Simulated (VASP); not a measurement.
# Fe (Cmce) in VASP: notebook

Runs on Fe. Level: r2SCAN. Tasks: single point.

Program: VASP 6.6.1. These are calculated values, not measurements. Logs are shortened: lines on timing, memory, paths and dates and some standing lists are left out, and cuts for length are marked.

## (1) The cell of the first run

The structure is orthorhombic, space group Cmce (No. 64). Conventional cell: a = 3.877 Å, b = 6.571 Å, c = 3.882 Å, α = 90.00°, β = 90.00°, γ = 90.00°. Fe (site symmetry m) has 7 Fe at 2.09 to 2.40 Å within 2.8 Å.

## (2) Single point, r2SCAN, collinear spin, ferromagnetic start

Contents of POSCAR:

```
Fe
1.0
    1.9385296171     -3.2854482047      0.0000000000
    1.9385296171      3.2854482047      0.0000000000
    0.0000000000      0.0000000000      3.8822163840
Fe
4
Direct
    0.1525000000      0.8475000000      0.0785000000
    0.6525000000      0.3475000000      0.4215000000
    0.8475000000      0.1525000000      0.9215000000
    0.3475000000      0.6525000000      0.5785000000
```

Contents of INCAR.step1:

```
PREC     = Accurate       # precision mode
ENCUT    = 520            # plane-wave cutoff, eV
ISMEAR   = 0              # smearing method
SIGMA    = 0.1            # smearing width, eV
LREAL    = False          # projectors in reciprocal space
LASPH    = True           # aspherical terms in the spheres
NELM     = 150            # most SCF steps
ISPIN    = 2              # spin polarisation
MAGMOM   = 4 4 4 4        # initial moments
LMAXMIX  = 4              # l up to which the mixer works
NBANDS   = 28             # bands
GGA      = PE             # functional
ALGO     = Normal         # electronic algorithm
EDIFF    = 1E-4           # SCF threshold, eV
LWAVE    = True           # write WAVECAR
LCHARG   = False          # write CHGCAR
```

Contents of INCAR.step2:

```
PREC     = Accurate       # precision mode
ENCUT    = 520            # plane-wave cutoff, eV
EDIFF    = 1E-6           # SCF threshold, eV
ISMEAR   = 0              # smearing method
SIGMA    = 0.1            # smearing width, eV
LREAL    = False          # projectors in reciprocal space
LASPH    = True           # aspherical terms in the spheres
NELM     = 150            # most SCF steps
ALGO     = Normal         # electronic algorithm
ISIF     = 2              # what is computed and relaxed
LWAVE    = False          # write WAVECAR
LCHARG   = False          # write CHGCAR
ISPIN    = 2              # spin polarisation
MAGMOM   = 4 4 4 4        # initial moments
LORBIT   = 11             # projections on sites
LMAXMIX  = 4              # l up to which the mixer works
METAGGA  = R2SCAN         # meta-GGA
LMIXTAU  = True         
NBANDS   = 28             # bands
ISTART   = 1
```

Contents of KPOINTS:

```
Automatic mesh
0
Gamma
  6 6 6
```

Potentials or basis: VASP PAW PBE potentials, release 64 (Fe).

Started as:

```
$ cat potpaw_PBE.64/Fe/POTCAR > POTCAR
$ cp INCAR.step1 INCAR
$ mpirun -np 1 vasp_std > vasp.out
$ cp INCAR.step2 INCAR
$ mpirun -np 1 vasp_std > vasp.out
```

OUTCAR:

```text
PREC = Accurate
   ENCUT = 520
   EDIFF = 1E-6
   ISMEAR = 0
   LREAL = False
   LASPH = True
   NELM = 150
   ISIF = 2
   ISPIN = 2
   LORBIT = 11
   METAGGA = R2SCAN
   ISTART = 1

 ion  position               nearest neighbor table
   1  0.153  0.847  0.078-   3 2.09   4 2.33   4 2.33   2 2.35   2 2.35   3 2.40   3 2.40
   2  0.653  0.347  0.422-   4 2.09   3 2.33   3 2.33   1 2.35   1 2.35   4 2.40   4 2.40
   3  0.847  0.153  0.922-   1 2.09   2 2.33   2 2.33   4 2.35   4 2.35   1 2.40   1 2.40
   4  0.347  0.653  0.578-   2 2.09   1 2.33   1 2.33   3 2.35   3 2.35   2 2.40   2 2.40

  LATTYP: Found a base centered orthorhombic cell.
 ALAT       =     3.8770592342
 B/A-ratio  =     1.6948145521
 C/A-ratio  =     1.0013301705

  Lattice vectors:

 A1 = (   1.9385296171,  -3.2854482047,   0.0000000000)
 A2 = (   1.9385296171,   3.2854482047,   0.0000000000)
 A3 = (   0.0000000000,   0.0000000000,   3.8822163840)

Analysis of symmetry for initial positions (statically):
=====================================================================
 Subroutine PRICEL returns:
 Original cell was already a primitive cell.

 Routine SETGRP: Setting up the symmetry group for a
 base centered orthorhombic supercell.

 Subroutine GETGRP returns: Found  8 space group operations
 (whereof  4 operations were pure point group operations)
 out of a pool of  8 trial point group operations.

The static configuration has the point symmetry C_2h.
 The point group associated with its full space group is D_2h.

Analysis of symmetry for dynamics (positions and initial velocities):
=====================================================================
 Subroutine PRICEL returns:
 Original cell was already a primitive cell.

 Routine SETGRP: Setting up the symmetry group for a
 base centered orthorhombic supercell.

 Subroutine GETGRP returns: Found  8 space group operations
 (whereof  4 operations were pure point group operations)
 out of a pool of  8 trial point group operations.

The dynamic configuration has the point symmetry C_2h.
 The point group associated with its full space group is D_2h.

Analysis of structural, dynamic, and magnetic symmetry:
=====================================================================
 Subroutine PRICEL returns:
 Original cell was already a primitive cell.

 Routine SETGRP: Setting up the symmetry group for a
 base centered orthorhombic supercell.

 Subroutine GETGRP returns: Found  8 space group operations
 (whereof  4 operations were pure point group operations)
 out of a pool of  8 trial point group operations.

The overall configuration has the point symmetry C_2h.
 The point group associated with its full space group is D_2h.

 Subroutine INISYM returns: Found  8 space group operations
 (whereof  4 operations are pure point group operations),
 and found     1 'primitive' translations

----------------------------------------------------------------------------------------

                                     Primitive cell

  volume of cell :      49.4512

  direct lattice vectors                    reciprocal lattice vectors
     1.938529617 -3.285448205  0.000000000     0.257927450 -0.152186237  0.000000000
     1.938529617  3.285448205  0.000000000     0.257927450  0.152186237  0.000000000
     0.000000000  0.000000000  3.882216384     0.000000000  0.000000000  0.257584818

  length of vectors
     3.814717156  3.814717156  3.882216384     0.299478246  0.299478246  0.257584818

  position of ions in fractional coordinates (direct lattice)
     0.152500000  0.847500000  0.078500000
     0.652500000  0.347500000  0.421500000
     0.847500000  0.152500000  0.921500000
     0.347500000  0.652500000  0.578500000

  ion indices of the primitive-cell ions
   primitive index   ion index
                 1           1
                 2           2
                 3           3
                 4           4

----------------------------------------------------------------------------------------

 KPOINTS: Automatic mesh

Automatic generation of k-mesh.
 Grid dimensions read from file:
 generate k-points for:    6    6    6

 Generating k-lattice:

  Cartesian coordinates                     Fractional coordinates (reciprocal lattice)
     0.042987908 -0.025364373  0.000000000     0.166666667  0.000000000  0.000000000
     0.042987908  0.025364373  0.000000000     0.000000000  0.166666667  0.000000000
     0.000000000  0.000000000  0.042930803     0.000000000  0.000000000  0.166666667

  Length of vectors
     0.049913041  0.049913041  0.042930803

  Shift w.r.t. Gamma in fractional coordinates (k-lattice)
     0.000000000  0.000000000  0.000000000

 Subroutine IBZKPT returns following result:
 ===========================================

 Found     52 irreducible k-points:

 Following reciprocal coordinates:
            Coordinates               Weight
  0.000000  0.000000  0.000000      1.000000
  0.166667  0.000000  0.000000      4.000000
  0.333333  0.000000  0.000000      4.000000
  0.500000  0.000000  0.000000      2.000000
  0.166667  0.166667  0.000000      2.000000
  0.333333  0.166667  0.000000      4.000000
[... 16 lines left out ...]
  0.333333  0.333333  0.166667      4.000000
  0.500000  0.333333  0.166667      8.000000
 [... further k-points ...]
   k-points           NKPTS =     52   k-points in BZ     NKDIM =     52   number of bands    NBANDS=     28
   number of dos      NEDOS =    301   number of ions     NIONS =      4
   total plane-waves  NPLWV =  23520
   dimension x,y,z NGX =    28 NGY =   28 NGZ =   30
   dimension x,y,z NGXF=    56 NGYF=   56 NGZF=   60
   ions per type =               4
   NGX,Y,Z   is equivalent  to a cutoff of  12.20, 12.20, 12.85 a.u.
   NGXF,Y,Z  is equivalent  to a cutoff of  24.40, 24.40, 25.69 a.u.
 SYSTEM =  unknown system
   PREC   = accura    normal or accurate (medium, high low for compatibility)
   ISTART =      1    job   : 0-new  1-cont  2-samecut
   ICHARG =      0    charge: 1-file 2-atom 10-const
   ISPIN  =      2    spin polarized calculation?
   LNONCOLLINEAR =      F non collinear calculations
   LSORBIT =      F    spin-orbit coupling
   LASPH  =      T    aspherical Exc in radial PAW
   ENCUT  =  520.0 eV  38.22 Ry    6.18 a.u.   7.09  7.09  7.22*2*pi/ulx,y,z
   NELM   =    150;   NELMIN=  2; NELMDL=  0     # of ELM steps
   EDIFF  = 0.1E-05   stopping-criterion for ELM
   LREAL  =      F    real-space projection
   EDIFFG = 0.1E-04   stopping-criterion for IOM
   NSW    =      0    number of steps for IOM
   IBRION =     -1    ionic relax: 0-MD 1-quasi-New 2-CG
   NFREE  =      0    steps in history (QN), initial steepest desc. (CG)
   ISIF   =      2    stress and relaxation
   ISYM   =      2    0-nonsym 1-usesym 2-fastsym
   POTIM  = 0.5000    time-step for ionic-motion
   TEBEG  =    0.0;   TEEND  =   0.0 temperature during run
   PSTRESS=    0.0 pullay stress
   NELECT =      32.0000    total number of electrons
   NUPDOWN=      -1.0000    fix difference up-down
   EMIN   =  10.00;   EMAX   =-10.00  energy-range for DOS
   EFERMI =   0.00;   METHOD = LEGACY
   ISMEAR =     0;   SIGMA  =   0.10  broadening in eV -4-tet -1-fermi 0-gaus
   EFERMI_NEDOS =   21; number of points for ismear=-14 and -15
   IALGO  =     38    algorithm
   IMIX   =      4    mixing-type and parameters
     AMIX     =   0.40;   BMIX     =  1.00
     AMIX_MAG =   1.60;   BMIX_MAG =  1.00
  volume/ion in A,a.u.               =      12.36        83.43
  Fermi-wavevector in a.u.,A,eV,Ry     =   1.416009  2.675868 27.280774  2.005080
  Thomas-Fermi vector in A             =   2.537388
   LORBIT       =     11    0 simple, 1 ext, 2 COOP (PROOUT), +10 PAW based schemes
   METAGGA = R2SCAN    functional components
   LHFCALC =     F    Hartree Fock is set to
   AEXX    =    0.0000 exact exchange contribution
   IVDW    =     0    specifies the selected vdW correction
   LEPSILON=     F    determine dielectric tensor
   LRPA    =     F    only Hartree local field effects (RPA)
 spin polarized calculation
 Gauss-broadening in eV      SIGMA  =   0.10
  energy-cutoff  :      520.00
  volume of cell :       49.45
 maximum number of plane-waves:      1348
   NGX = 15   NGY = 15   NGZ = 15

 number of electron      32.0000018 magnetization      -0.0213693

 number of electron      32.0000018 magnetization       0.0002353

 Free energy of the ion-electron system (eV)
  ---------------------------------------------------
  ext. energy  EPLUGINS =         0.00000000
  ---------------------------------------------------
  free energy    TOTEN  =       -51.78150206 eV

  energy without entropy =      -51.74338537  energy(sigma->0) =      -51.76244372

 E-fermi :   4.9282     XC(G=0): -13.4726

 val. band max:        4.9280128370   @ k =  -0.1667   0.1667   0.3333
 cond. band min:       4.9287574644   @ k =  -0.1667   0.1667   0.3333
 fundamental gap:      0.0007446274
 Fermi energy:         4.9281570881

 spin component 1

 k-point     1 :       0.0000    0.0000    0.0000
  band No.  band energies     occupation
      1      -3.1755      1.00000
      2       1.1966      1.00000
      3       1.3120      1.00000
      4       1.3452      1.00000
      5       2.0229      1.00000
      6       2.0700      1.00000
[... 20 lines left out ...]
     27      14.5572      0.00000
[... 691 lines left out ...]
      6       1.7624      1.00000
[... 20 lines left out ...]
     27      15.7479      0.00000
     28      17.5403      0.00000

 [... further k-points ...]

 spin component 2

 k-point     1 :       0.0000    0.0000    0.0000
  band No.  band energies     occupation
      1      -3.1755      1.00000
      2       1.1957      1.00000
      3       1.3122      1.00000
      4       1.3453      1.00000
      5       2.0226      1.00000
      6       2.0711      1.00000
[... 20 lines left out ...]
     27      14.5574      0.00000
[... 691 lines left out ...]
      6       1.7631      1.00000
[... 20 lines left out ...]
     27      15.7481      0.00000
     28      17.5404      0.00000

 [... further k-points ...]
[... 5 lines left out ...]
  --------------------------------------------------------------------------------------
  -------------------------------------------------------------------------------------
  Total       -2.9579365     -4.2029040     -4.0874165      0.0000000     -0.0000000      0.0000000
  in kB      -95.8346637   -136.1705701   -132.4288703      0.0000000     -0.0000000      0.0000000
  external PRESSURE =    -121.4780347 kB  Pullay stress =       0.0000000 kB

 VOLUME and BASIS-vectors are now :
 -----------------------------------------------------------------------------
  energy-cutoff  :      520.00
  volume of cell :       49.45
      direct lattice vectors                 reciprocal lattice vectors
     1.938529617 -3.285448205  0.000000000     0.257927450 -0.152186237  0.000000000
     1.938529617  3.285448205  0.000000000     0.257927450  0.152186237  0.000000000
     0.000000000  0.000000000  3.882216384     0.000000000  0.000000000  0.257584818

 POSITION                                       TOTAL-FORCE (eV/Angst)
 -----------------------------------------------------------------------------------
      1.93853      2.28339      0.30475         0.000000      0.291736     -0.552516
      1.93853     -1.00206      1.63635         0.000000      0.291736      0.552516
      1.93853     -2.28339      3.57746         0.000000     -0.291736      0.552516
      1.93853      1.00206      2.24586         0.000000     -0.291736     -0.552516
 -----------------------------------------------------------------------------------
    total drift:                                0.000000      0.000000     -0.000000

  FREE ENERGIE OF THE ION-ELECTRON SYSTEM (eV)
  ---------------------------------------------------
  free  energy   TOTEN  =       -51.7815020646 eV

  energy  without entropy=      -51.7433853745  energy(sigma->0) =      -51.76244372

 total charge

# of ion       s       p       d       tot
------------------------------------------
    1        0.546   0.525   6.379   7.449
    2        0.546   0.525   6.379   7.449
    3        0.546   0.525   6.379   7.449
    4        0.546   0.525   6.379   7.449
--------------------------------------------------
tot          2.183   2.099  25.515  29.797

 magnetization (x)

# of ion       s       p       d       tot
------------------------------------------
    1        0.000   0.000   0.000   0.000
    2        0.000   0.000   0.000   0.000
    3        0.000   0.000   0.000   0.000
    4        0.000   0.000   0.000   0.000
--------------------------------------------------
tot          0.000   0.000   0.001   0.001
```

Wall time 11 min (1 thread of Intel Xeon Platinum 8259CL at 2.50GHz (Skylake/Cascade Lake), shared host); peak memory 0.25 GiB.

What came out:

```yaml
Free_energy: -51.7815 eV
Pressure: -12.1 GPa
Largest_force: 0.625 eV/Å
Band_gap_on_the_k_mesh: zero (filled and empty bands overlap)
Net_moment: 0.00 μB per cell
Valence_electrons_inside_the_program's_atomic_spheres: Fe 7.45
```

Forces on the atoms (eV/Å):
```
Fe   0.000  0.292 -0.553
Fe   0.000  0.292  0.553
Fe   0.000 -0.292  0.553
Fe   0.000 -0.292 -0.553
```

Caveat: the starting moments collapsed, and a magnetic state may lie lower; the PAW data sets were made with another functional, which shifts forces and pressure a little.

(Continued in part 2 of 2.)
